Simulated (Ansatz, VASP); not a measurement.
## Sc in VASP and in Ansatz

Contents of INCAR:

```
SYSTEM = Sc
  PREC = Accurate
  ENCUT = 520
  EDIFF = 1E-8
  ISMEAR = -1
  SIGMA = 0.03
  LREAL = .FALSE.
  LASPH = .TRUE.
  NELM = 80
  ALGO = Normal
  ISIF = 2
  LWAVE = .FALSE.
  LCHARG = .FALSE.
  LEFG = .TRUE.
  NBANDS = 18
```

The input KPOINTS:

```
Automatic mesh
0
G
  13 13 7
  0 0 0
```

The input POSCAR:

```
Sc
1.0
    3.3087978973      0.0165439895      0.0165439895
   -1.6400714334      2.8572310403      0.0060555204
    0.0263400000      0.0263400000      5.2680000000
Sc
2
Direct
    0.3333333333      0.6666666667      0.2500000000
    0.6666666667      0.3333333333      0.7500000000
```

Input for Ansatz:

```yaml
crystal:
  lattice:
    - [3.3087978973, 0.0165439895, 0.0165439895]
    - [-1.6400714334, 2.8572310403, 0.0060555204]
    - [0.02634, 0.02634, 5.268]
  atoms:
    - { symbol: Sc, position: [0.3333333333, 0.6666666667, 0.25] }
    - { symbol: Sc, position: [0.6666666667, 0.3333333333, 0.75] }
kpoints:
  mp_grid: { grid: [13, 13, 7] }
scf:
  occupations: { method: fermi_dirac, width: 0.03 }
hamiltonian:
  xc: lda
  pseudopotentials: { kind: all_electron, datasets: crystal }
output:
  forces: true
  stress: true
  eigenvalues: true
  efg: { contact_densities: true }
```

Change from the starting cell: equal xy, yz and zx shear strains of +1 %, crystal datasets.

Alike in both runs: task electric field gradients; functional LDA; k mesh 13 × 13 × 7; occupations fermi-dirac, width 0.03 eV; no spin polarisation.

|  | VASP | Ansatz |
| --- | --- | --- |
| version | VASP 6.6.1 | Ansatz 0.2.0 |
| potentials or method | VASP PAW LDA potentials, release 64 (Sc_sv), cutoff 520 eV | all-electron PAW with datasets made for the crystal, scalar-relativistic |

VASP gave:

```
pressure (GPa)                                                : -5.2
traceless stress, the component that is largest in VASP (GPa) : -1.20
rms of the force components (eV/Å)                            : 0.006
size of Vzz on the site where it differs most (V/Å²)          : 9.8
```

Task: Estimate Ansatz's values.

Result: Pressure (GPa): -5.3; traceless stress, the component that is largest in VASP (GPa): -1.20; rms of the force components (eV/Å): 0.006; size of Vzz on the site where it differs most (V/Å²): 9.0.

LDA's correlation is that of Perdew and Zunger in VASP and of Perdew and Wang (1992) in Ansatz. Atom by atom the forces differ by 0.000 eV/Å (rms over components). Ansatz ran all-electron here, and VASP with PAW potentials.
